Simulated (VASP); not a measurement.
TbBeC, 3 atoms in the cell. Symmetry: P-6m2, No. 187, hexagonal system. The conventional cell has a = 3.363 Å, b = 3.363 Å, c = 3.817 Å, α = 90.00°, β = 90.00°, γ = 120.00°. Within 3.6 Å of Tb (site symmetry -6m2) lie 6 Be at 2.72 Å and 6 C at 2.72 Å and 6 Tb at 3.36 Å. Be (site symmetry -6m2) has 3 C at 1.94 Å within 2.6 Å. Within 2.6 Å of C (site symmetry -6m2) lie 3 Be at 1.94 Å. The cell was built from a structure type or drawn by symmetry, and may not be a known phase.

```yaml
Program: VASP 6.6.1
Task: single point
Functional: PBE
Potentials_or_basis: VASP PAW PBE potentials, release 64 (Tb_3, Be, C), 4f in core
Cutoff: 600 eV
k_mesh: 6 × 6 × 6
Occupations: gaussian, width 0.1 eV
Spin: no spin polarisation
Dipole_correction: no
Mended: yes
Further_INCAR_settings: ALGO = Normal; EDIFF = 1e-06; NBANDS = 14
```

Potentials or basis: VASP PAW PBE potentials, release 64 (Tb_3, Be, C), 4f in core.

Command:

```bash
$ cat potpaw_PBE.64/Tb_3/POTCAR potpaw_PBE.64/Be/POTCAR potpaw_PBE.64/C/POTCAR > POTCAR
$ mpirun -np 1 vasp_std > vasp.out
```

Hardware: 1 thread of Intel(R) Xeon(R) 6975P-C (Granite Rapids), with other jobs on the host.

Problem. Estimate the wall time of this run.

Solution. It took 8.2 s on 1 thread of Intel(R) Xeon(R) 6975P-C (Granite Rapids), on a shared host, peak memory 0.17 GiB. Counts: scf iterations 13, k points 28.
